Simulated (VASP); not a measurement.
Al: single point with PBE

Crystal: Al.

```
Al
1.0
     0.00000    2.01996    2.01996
     2.01996    0.00000    2.01996
     2.01996    2.01996    0.00000
Al
1
Direct
  0.00000 0.00000 0.00000
```

```
Program                : VASP 6.6.1
Task                   : single point
Functional             : PBE
Potentials or basis    : VASP PAW PBE potentials, release 64 (Al)
Cutoff                 : 520 eV
k mesh                 : 13 × 13 × 13
Occupations            : methfessel-paxton, width 0.1 eV
Spin                   : no spin polarisation
Dipole correction      : no
Further INCAR settings : ALGO = Normal; EDIFF = 1e-07; NBANDS = 8
```

```yaml
Pressure: 0.0 GPa
```

Levels at points of the mesh, in eV from the Fermi level:
| k point | band 1 | band 2 | band 3 | band 4 | band 5 | band 6 |
| --- | --- | --- | --- | --- | --- | --- |
| (0.00, 0.00, 0.00) | -11.06 | 12.70 | 12.70 | 12.70 | 14.20 | 14.20 |

It took 12 s on 1 thread of AMD EPYC 7R13 Processor (Zen 3), with other jobs on the host, peak memory 0.1 GiB.
